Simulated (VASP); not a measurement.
The system is Sc4As3.

```
CELL_PARAMETERS angstrom
-4.10750 4.10750 4.10750
4.10750 -4.10750 4.10750
4.10750 4.10750 -4.10750
ATOMIC_POSITIONS crystal
Sc 0.50000 0.00000 0.37000
Sc 0.63000 0.63000 0.63000
Sc 0.00000 0.37000 0.50000
Sc 0.37000 0.50000 0.00000
Sc 0.87000 0.50000 0.00000
Sc 0.50000 0.00000 0.87000
Sc 0.00000 0.87000 0.50000
Sc 0.13000 0.13000 0.13000
As 0.37500 0.25000 0.62500
As 0.62500 0.37500 0.25000
As 0.25000 0.62500 0.37500
As 0.75000 0.87500 0.12500
As 0.12500 0.75000 0.87500
As 0.87500 0.12500 0.75000
```

```yaml
Program: VASP 6.6.1
Task: relaxation of cell and atoms
Functional: PBE
Potentials_or_basis: VASP PAW PBE potentials, release 64 (Sc_sv, As)
Cutoff: 600 eV
k_mesh: 3 × 3 × 3
Occupations: gaussian, width 0.2 eV
Spin: no spin polarisation
```

At the start: pressure -0.1 GPa; volume 19.80 Å³/atom.

Question: How do energy, volume and symmetry change on relaxing?

Answer: Over 3 steps the energy falls by 6.7 meV/atom and the volume is 19.62 Å³/atom (-0.9 %); space group I-43d (No. 220, to 0.1 Å) before and after.

Step by step:
```
step  energy change (eV)  largest force (eV/Å)  pressure (GPa)  volume (Å³)
   1              0.0000                0.3454           -0.13       277.20
   2             -0.0408                0.2595           -0.13       276.58
   3             -0.0940                0.0012            0.00       274.72
```

Final structure:
```
CELL_PARAMETERS angstrom
-4.09521 4.09521 4.09521
4.09521 -4.09521 4.09521
4.09521 4.09521 -4.09521
ATOMIC_POSITIONS crystal
Sc 0.50000 0.00000 0.36063
Sc 0.63937 0.63937 0.63937
Sc 0.00000 0.36063 0.50000
Sc 0.36063 0.50000 0.00000
Sc 0.86063 0.50000 0.00000
Sc 0.50000 0.00000 0.86063
Sc 0.00000 0.86063 0.50000
Sc 0.13937 0.13937 0.13937
As 0.37500 0.25000 0.62500
As 0.62500 0.37500 0.25000
As 0.25000 0.62500 0.37500
As 0.75000 0.87500 0.12500
As 0.12500 0.75000 0.87500
As 0.87500 0.12500 0.75000
```

Caveat: the k points lie up to 0.36 Å⁻¹ apart in the final cell.
